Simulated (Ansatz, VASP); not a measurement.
One calculation of Zr3O, two programs

Contents of INCAR:

```
SYSTEM = Zr3O
PREC = Accurate ; ENCUT = 520
EDIFF = 1E-6 ; ISMEAR = 0
SIGMA = 0.15 ; LREAL = .False.
LASPH = .True. ; NELM = 60
ALGO = Normal ; ISIF = 2
LWAVE = .False. ; LCHARG = .False.
GGA = PS ; NBANDS = 52
```

The input KPOINTS:

```
regular mesh
0
Gamma
  9 9 8
  0 0 0
```

File POSCAR:

```
Zr3O
1.0
    5.8497104291      0.0000000000      0.0000000000
   -2.9248552145      5.0659978364      0.0000000000
    0.0000000000      0.0000000000      4.6984874166
Zr O
6 2
Direct
    0.3260414843      0.0000000000      0.0000000000
    0.3260414843      0.3260414843      0.5000000000
    0.0000000000      0.3260414843      0.0000000000
    0.6739585157      0.0000000000      0.5000000000
    0.6739585157      0.6739585157      0.0000000000
    0.0000000000      0.6739585157      0.5000000000
    0.3333333333      0.6666666667      0.2500000000
    0.6666666667      0.3333333333      0.7500000000
```

Input for Ansatz:

```yaml
crystal:
  lattice:
    - [5.8497104291, 0.0, 0.0]
    - [-2.9248552145, 5.0659978364, 0.0]
    - [0.0, 0.0, 4.6984874166]
  atoms:
    - { symbol: Zr, position: [0.3260414843, 0.0, 0.0] }
    - { symbol: Zr, position: [0.3260414843, 0.3260414843, 0.5] }
    - { symbol: Zr, position: [0.0, 0.3260414843, 0.0] }
    - { symbol: Zr, position: [0.6739585157, 0.0, 0.5] }
    - { symbol: Zr, position: [0.6739585157, 0.6739585157, 0.0] }
    - { symbol: Zr, position: [0.0, 0.6739585157, 0.5] }
    - { symbol: O, position: [0.3333333333, 0.6666666667, 0.25] }
    - { symbol: O, position: [0.6666666667, 0.3333333333, 0.75] }
basis:
  ecutwfc: 520.0
kpoints:
  mp_grid: { grid: [9, 9, 8] }
hamiltonian:
  xc: pbesol
  pseudopotentials: { kind: paw, azcp: { folder: soft_1 } }
scf:
  occupations: { method: gaussian, width: 0.15 }
output:
  forces: true
  stress: true
  eigenvalues: true
```

Alike in both runs: task single point; functional PBEsol; k mesh 9 × 9 × 8; occupations gaussian, width 0.15 eV; no spin polarisation.

```csv
,VASP,Ansatz
version,VASP 6.6.1,Ansatz 0.2.0
potentials or method,"VASP PAW PBE potentials, release 64 (Zr_sv, O), cutoff 520 eV","scalar-relativistic, plane waves, PAW"
valence electrons in the cell,84,84
```

```tsv
	VASP	Ansatz	Ansatz less VASP
gap on the k mesh at the Fermi level (eV)	none	none	-
pressure (GPa)	-0.5	-0.7	-0.13
traceless stress, the component that is largest in VASP (GPa)	15.47	15.47	+0.004
rms of the force components (eV/Å)	0.630	0.635	+0.0050
```

VASP's potentials were made for PBE, not for PBEsol, and Ansatz warns of the same on its side. Atom by atom the forces differ by 0.005 eV/Å (rms over components). A gap of «none» marks a metal or a gap that the smearing closes. The functional is the same, so the differences come from potentials, cutoffs and numerics.
